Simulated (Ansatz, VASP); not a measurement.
## Zn2C: VASP beside Ansatz

POSCAR

```
Zn2C
1.0
    0.0000000000      2.5779490272      2.5779490272
    2.5024151207      0.0000000000      2.5779490272
    2.5024151207      2.5779490272      0.0000000000
C Zn
1 2
Direct
    0.0000000000      0.0000000000      0.0000000000
    0.2500000000      0.2500000000      0.2500000000
    0.7500000000      0.7500000000      0.7500000000
```

Contents of INCAR.step1:

```
PREC     = Accurate       # precision mode
ENCUT    = 520            # plane-wave cutoff, eV
ISMEAR   = -1             # smearing method
SIGMA    = 0.02           # smearing width, eV
LREAL    = F              # projectors in reciprocal space
LASPH    = T              # aspherical terms in the spheres
NELM     = 60             # most SCF steps
NBANDS   = 21             # bands
GGA      = PE             # functional
ALGO     = Normal         # electronic algorithm
EDIFF    = 1E-4           # SCF threshold, eV
LWAVE    = T              # write WAVECAR
LCHARG   = F              # write CHGCAR
```

INCAR.step2

```
PREC     = Accurate       # precision mode
ENCUT    = 520            # plane-wave cutoff, eV
EDIFF    = 1E-6           # SCF threshold, eV
ISMEAR   = -1             # smearing method
SIGMA    = 0.02           # smearing width, eV
LREAL    = F              # projectors in reciprocal space
LASPH    = T              # aspherical terms in the spheres
NELM     = 60             # most SCF steps
ALGO     = Normal         # electronic algorithm
ISIF     = 2              # what is computed and relaxed
LWAVE    = F              # write WAVECAR
LCHARG   = F              # write CHGCAR
METAGGA  = R2SCAN         # meta-GGA
LMIXTAU  = T            
NBANDS   = 21             # bands
ISTART   = 1
```

Contents of KPOINTS:

```
regular mesh
0
Gamma
  8 8 8
```

Input for Ansatz:

```yaml
crystal:
  lattice:
    - [0.0, 2.5779490272, 2.5779490272]
    - [2.5024151207, 0.0, 2.5779490272]
    - [2.5024151207, 2.5779490272, 0.0]
  atoms:
    - { symbol: C, position: [0.0, 0.0, 0.0] }
    - { symbol: Zn, position: [0.25, 0.25, 0.25] }
    - { symbol: Zn, position: [0.75, 0.75, 0.75] }
kpoints:
  mp_grid: { grid: [8, 8, 8] }
  band_path:
    path:
      - [0.0, 0.0, 0.0]
      - [0.5, 0.0, 0.5]
      - [0.625, 0.25, 0.625]
      - [0.375, 0.375, 0.75]
      - [0.5, 0.5, 0.5]
      - [0.5, 0.25, 0.75]
    npoints: 1
hamiltonian:
  xc: r2scan
scf:
  occupations: { method: fermi_dirac, width: 0.02 }
  n_extra_bands: 4
output:
  forces: true
  stress: true
  eigenvalues: true
```

Change from the starting cell: uniaxial_x strain -2.9%.

Alike in both runs: task single point; functional r2SCAN; k mesh 8 × 8 × 8; occupations fermi-dirac, width 0.02 eV; no spin polarisation.

|  | VASP | Ansatz |
| --- | --- | --- |
| version | VASP 6.6.1 | Ansatz 0.2.0 |
| potentials or method | VASP PAW PBE potentials, release 64 (C, Zn) | plane waves, PAW |
| plane-wave cutoff (eV) | 520 | 500 |
| valence electrons in the cell | 28 | 28 |

```csv
,VASP,Ansatz,Ansatz less VASP
pressure (GPa),5.5,4.7,-0.79
"traceless stress, the component that is largest in VASP (GPa)",5.21,5.17,-0.038
```

VASP's potentials were made for PBE, not for r2SCAN.
